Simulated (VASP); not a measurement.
# Hf4Ta (P6/mmm) in VASP: a series of runs, part 2 of 2

VASP 6.6.1.

## Step 3: Single point, PBE

This run uses another cell than the first one, of 20.79 Å³/atom.

Input file INCAR:

```
SYSTEM = Hf4Ta
ALGO = Fast
EDIFF = 1E-6
ENCUT = 520
GGA = PE
ISIF = 2
ISMEAR = 0
LASPH = .True.
LCHARG = .True.
LELF = .True.
LREAL = .False.
LVHAR = .True.
LWAVE = .False.
NBANDS = 34
NELM = 100
PREC = Accurate
SIGMA = 0.1
```

Input file KPOINTS:

```
k-points
0
Gamma
  6 6 4
  0 0 0
```

Input file POSCAR:

```
Hf4Ta
1.0
    4.4431280900      0.0000000000      0.0000000000
   -2.2215640400      3.8478618000      0.0000000000
    0.0000000000      0.0000000000      6.0802900600
Hf Ta
4 1
Direct
    0.3333333300      0.6666666700      0.7400475700
    0.6666666700      0.3333333300      0.7400475700
    0.6666666700      0.3333333300      0.2599524300
    0.3333333300      0.6666666700      0.2599524300
    0.0000000000      0.0000000000      0.5000000000
```

Potentials or basis: VASP PAW PBE potentials, release 64 (Hf_pv, Ta_pv).

On the command line:

```
$ cat potpaw_PBE.64/Hf_pv/POTCAR potpaw_PBE.64/Ta_pv/POTCAR > POTCAR
$ mpirun -np 1 vasp_std > vasp.out
```

Wall time 1.8 min (1 thread of Intel Xeon 6975P-C (Granite Rapids), shared host); peak memory 0.26 GiB.

The run converged. Its results:

- Free energy: -45.4883 eV
- Pressure: 20.5 GPa
- Largest force: 0.481 eV/Å
- Band gap on the k mesh: zero (an odd number of electrons rules out a gap without spin polarisation)

Forces on the atoms (eV/Å):
```
Hf   0.000  0.000  0.481
Hf   0.000  0.000  0.481
Hf   0.000  0.000 -0.481
Hf   0.000  0.000 -0.481
Ta   0.000  0.000  0.000
```

Stress tensor (GPa, compression positive):
```
29.26  0.00  0.00
 0.00 29.26  0.00
 0.00  0.00  3.03
```

Levels at points of the mesh, in eV from the Fermi level:
```
           k point  band 23  band 24  band 25  band 26  band 27  band 28
(0.00, 0.00, 0.00)    -0.92     0.23     0.23     0.58     1.65     1.65
(0.50, 0.00, 0.00)    -1.11    -0.43    -0.05     0.03     0.08     0.57
(0.00, 0.00, 0.50)    -0.38     0.40     0.40     0.47     0.47     2.70
(0.50, 0.00, 0.50)    -1.10    -0.21    -0.20    -0.10    -0.08     0.05
```

Caveat: the stress differs along the axes, from 3 to 29 GPa; spin-orbit coupling is left out, which moves the levels of the heavy elements.

## Step 4: Single point, PBE

Input file INCAR:

```
SYSTEM = Hf4Ta
PREC = Accurate
ENCUT = 520
EDIFF = 1E-6
ISMEAR = 0
SIGMA = 0.1
LREAL = .False.
LASPH = .True.
NELM = 100
ALGO = Fast
ISIF = 2
LWAVE = .False.
LCHARG = .True.
GGA = PE
LELF = .True.
LVHAR = .True.
NBANDS = 34
```

Input file KPOINTS:

```
regular mesh
0
Gamma
  6 6 4
  0 0 0
```

Input file POSCAR:

```
Hf4Ta
1.0
    4.8818039676     -0.0000000032      0.0000000000
   -2.4409019810      4.2277662538      0.0000000000
    0.0000000000      0.0000000000      5.8099215642
Hf Ta
4 1
Direct
    0.3333333333      0.6666666667      0.7394414038
    0.6666666667      0.3333333333      0.7394414038
    0.6666666667      0.3333333333      0.2605585962
    0.3333333333      0.6666666667      0.2605585962
    0.0000000000      0.0000000000      0.5000000000
```

On the command line:

```
$ cat potpaw_PBE.64/Hf_pv/POTCAR potpaw_PBE.64/Ta_pv/POTCAR > POTCAR
$ mpirun -np 1 vasp_std > vasp.out
```

Wall time 1.7 min (1 thread of Intel Xeon 6975P-C (Granite Rapids), shared host); peak memory 0.27 GiB.

It converged, with:

```
Free energy            : -47.0689 eV
Pressure               : -0.4 GPa
Largest force          : 0.031 eV/Å
Band gap on the k mesh : zero (an odd number of electrons rules out a gap without spin polarisation)
```

Forces in eV/Å, atoms in the order of the input:
```
Hf   0.000  0.000 -0.031
Hf   0.000  0.000 -0.031
Hf   0.000  0.000  0.031
Hf   0.000  0.000  0.031
Ta   0.000  0.000  0.000
```

Levels at points of the mesh, in eV from the Fermi level:
```
           k point  band 22  band 23  band 24  band 25  band 26  band 27  band 28  band 29  band 30  band 31
(0.00, 0.00, 0.00)    -0.73    -0.73    -0.61    -0.21    -0.21     0.64     0.64     1.71     1.71     2.46
(0.50, 0.00, 0.00)    -0.45    -0.45    -0.29    -0.21    -0.14    -0.07    -0.06     1.60     1.96     2.11
(0.00, 0.00, 0.50)    -0.77     0.06     0.06     0.16     0.22     0.22     2.08     2.08     2.12     2.65
(0.50, 0.00, 0.50)    -0.89    -0.72    -0.09    -0.06     0.07     0.09     0.18     0.82     1.69     1.92
```

Caveat: spin-orbit coupling is left out, which moves the levels of the heavy elements.

## Step 5: Relaxation of cell and atoms, PBE

This run uses another cell than the first one, of 20.79 Å³/atom.

Input file INCAR:

```
SYSTEM = Hf4Ta
PREC = Accurate
ENCUT = 600
EDIFF = 1E-6
ISMEAR = 0
SIGMA = 0.1
LREAL = .False.
LASPH = .True.
NELM = 100
ALGO = Normal
ISIF = 3
LWAVE = .False.
LCHARG = .False.
GGA = PE
IBRION = 2
NSW = 90
EDIFFG = -0.04
```

KPOINTS is that of step 4.

Input file POSCAR:

```
Hf4Ta
1.0
    4.4431280900      0.0000000000      0.0000000000
   -2.2215640400      3.8478618000      0.0000000000
    0.0000000000      0.0000000000      6.0802900600
Hf Ta
4 1
Direct
    0.3333333300      0.6666666700      0.7400475700
    0.6666666700      0.3333333300      0.7400475700
    0.6666666700      0.3333333300      0.2599524300
    0.3333333300      0.6666666700      0.2599524300
    0.0000000000      0.0000000000      0.5000000000
```

On the command line:

```
$ cat potpaw_PBE.64/Hf_pv/POTCAR potpaw_PBE.64/Ta_pv/POTCAR > POTCAR
$ mpirun -np 1 vasp_std > vasp.out
```

Wall time 8.2 min (1 thread of Intel Xeon 6975P-C (Granite Rapids), shared host); peak memory 0.29 GiB.

Results (log left out):

```
Free energy                           : -47.0676 eV
Relaxed volume                        : 23.94 Å³/atom
Relaxed cell                          : a = 4.876 Å, b = 4.876 Å, c = 5.813 Å, α = 90.00°, β = 90.00°, γ = 120.00°
Space group after relaxing (to 0.1 Å) : P6/mmm (No. 191)
Energy gained by relaxing             : 315.6 meV/atom
Ionic steps                           : 9
Pressure after relaxing               : -0.1 GPa
Largest force after relaxing          : 0.022 eV/Å
Band gap on the k mesh                : zero (an odd number of electrons rules out a gap without spin polarisation)
```

Forces on the atoms (eV/Å):
```
Hf   0.000  0.000  0.022
Hf   0.000  0.000  0.022
Hf   0.000  0.000 -0.022
Hf   0.000  0.000 -0.022
Ta   0.000  0.000  0.000
```

Stress tensor (GPa, compression positive):
```
-0.08  0.00  0.00
 0.00 -0.08  0.00
 0.00  0.00 -0.22
```

Step by step:
```tsv
step	energy change (eV)	largest force (eV/Å)	pressure (GPa)	volume (Å³)
1	0.0000	0.4812	20.53	103.95
2	-0.0458	0.8614	-13.59	148.30
3	-1.4220	0.4038	-2.34	123.57
4	-1.4235	0.3853	-1.91	123.01
5	-1.5698	0.0772	-0.29	120.07
6	-1.5775	0.0653	0.29	119.24
7	-1.5775	0.0502	0.23	119.31
8	-1.5781	0.0105	-0.27	119.85
9	-1.5782	0.0222	-0.13	119.69
```

Final structure:
```yaml
crystal:
  lattice:
    - [4.87583, 0.00000, 0.00000]
    - [-2.43792, 4.22259, 0.00000]
    - [0.00000, 0.00000, 5.81347]
  atoms:
    - { symbol: Hf, position: [0.33333, 0.66667, 0.73886] }
    - { symbol: Hf, position: [0.66667, 0.33333, 0.73886] }
    - { symbol: Hf, position: [0.66667, 0.33333, 0.26114] }
    - { symbol: Hf, position: [0.33333, 0.66667, 0.26114] }
    - { symbol: Ta, position: [0.00000, 0.00000, 0.50000] }
```

Levels at points of the mesh, in eV from the Fermi level:
```csv
k point,band 22,band 23,band 24,band 25,band 26,band 27,band 28,band 29,band 30
"(0.00, 0.00, 0.00)",-0.74,-0.74,-0.60,-0.20,-0.20,0.66,0.66,1.72,1.72
"(0.50, 0.00, 0.00)",-0.45,-0.45,-0.29,-0.22,-0.14,-0.07,-0.05,1.60,2.12
"(0.00, 0.00, 0.50)",-0.78,0.06,0.06,0.16,0.23,0.23,2.08,2.08,2.11
"(0.50, 0.00, 0.50)",-0.88,-0.72,-0.09,-0.05,0.06,0.09,0.17,0.81,1.68
```

Caveat: the volume moved by over 15 % at a fixed basis, so the end points are rough; spin-orbit coupling is left out, which moves the levels of the heavy elements.

## Step 6: Single point, PBE

This run uses another cell than the first one, of 24.07 Å³/atom.

Input file INCAR:

```
SYSTEM = Hf4Ta
PREC = Accurate
ENCUT = 520
EDIFF = 1E-6
ISMEAR = 0
SIGMA = 0.1
LREAL = .False.
LASPH = .True.
NELM = 100
ALGO = Fast
ISIF = 2
LWAVE = .False.
LCHARG = .True.
GGA = PE
LELF = .True.
LVHAR = .True.
NBANDS = 34
```

Input file KPOINTS:

```
Automatic mesh
0
Gamma
  12 12 8
  0 0 0
```

Input file POSCAR:

```
Hf4Ta
1.0
    4.8693919441      0.0000000000      0.0000000000
   -2.4346959721      4.2170171246      0.0000000000
    0.0000000000      0.0000000000      5.8607873877
Hf Ta
4 1
Direct
    0.3333333333      0.6666666667      0.7387095276
    0.6666666667      0.3333333333      0.7387095276
    0.6666666667      0.3333333333      0.2612904724
    0.3333333333      0.6666666667      0.2612904724
    0.0000000000      0.0000000000      0.5000000000
```

Potentials or basis: VASP PAW PBE potentials, release 64 (Hf_pv, Ta_pv).

On the command line:

```
$ cat potpaw_PBE.64/Hf_pv/POTCAR potpaw_PBE.64/Ta_pv/POTCAR > POTCAR
$ mpirun -np 1 vasp_std > vasp.out
```

Wall time 7.1 min (1 thread of Intel Xeon 6975P-C (Granite Rapids), shared host); peak memory 0.47 GiB.

Results (log left out):

```
Free energy            : -47.0662 eV
Pressure               : -0.4 GPa
Largest force          : 0.032 eV/Å
Band gap on the k mesh : zero (an odd number of electrons rules out a gap without spin polarisation)
```

Forces in eV/Å, atoms in the order of the input:
```
Hf   0.000  0.000 -0.032
Hf   0.000  0.000 -0.032
Hf   0.000  0.000  0.032
Hf   0.000  0.000  0.032
Ta   0.000  0.000  0.000
```

Levels at points of the mesh, in eV from the Fermi level:
| k point | band 24 | band 25 | band 26 | band 27 | band 28 | band 29 |
| --- | --- | --- | --- | --- | --- | --- |
| (0.00, 0.00, 0.00) | -0.55 | -0.19 | -0.19 | 0.68 | 0.68 | 1.76 |
| (0.50, 0.00, 0.00) | -0.28 | -0.26 | -0.13 | -0.05 | -0.03 | 1.56 |
| (0.00, 0.00, 0.50) | 0.07 | 0.09 | 0.24 | 0.24 | 2.06 | 2.07 |
| (0.50, 0.00, 0.50) | -0.08 | -0.04 | 0.05 | 0.05 | 0.16 | 0.76 |

Caveat: spin-orbit coupling is left out, which moves the levels of the heavy elements.

## Step 7: Overview

| task | cell | k mesh | cutoff (eV) | gap on the mesh (eV) | pressure (GPa) | relaxed volume (Å³/atom) | largest force (eV/Å) |
| --- | --- | --- | --- | --- | --- | --- | --- |
| relaxation of cell and atoms | relaxed from a = 4.882, b = 4.882, c = 5.810 Å, angles 90.0, 90.0, 120.0°, 5 atoms, atomic positions A | 12 × 12 × 8 | 500 | none | 0.0 | 23.98 | 0.01 |
| single point | a = 4.443, b = 4.443, c = 6.080 Å, angles 90.0, 90.0, 120.0°, 5 atoms, atomic positions B | 6 × 6 × 4 | 520 | none | 20.5 | - | 0.48 |
| single point | a = 4.882, b = 4.882, c = 5.810 Å, angles 90.0, 90.0, 120.0°, 5 atoms, atomic positions A | 6 × 6 × 4 | 520 | none | -0.4 | - | 0.03 |
| relaxation of cell and atoms | relaxed from a = 4.443, b = 4.443, c = 6.080 Å, angles 90.0, 90.0, 120.0°, 5 atoms, atomic positions B | 6 × 6 × 4 | 600 | none | -0.1 | 23.94 | 0.02 |
| single point | a = 4.869, b = 4.869, c = 5.861 Å, angles 90.0, 90.0, 120.0°, 5 atoms, atomic positions C | 12 × 12 × 8 | 520 | none | -0.4 | - | 0.03 |

Alike in all rows: level PBE; potentials or basis VASP PAW PBE potentials, release 64 (Hf_pv, Ta_pv); no spin polarisation; smearing gaussian 0.1 eV.

Caveats: spin-orbit coupling is left out, which moves the levels of the heavy elements; the stress differs along the axes, from 3 to 29 GPa (at least some runs); the volume moved by over 15 % at a fixed basis, so the end points are rough (at least some runs).

Total energies depend on the potentials used, so only differences within one code and one set of settings carry meaning.
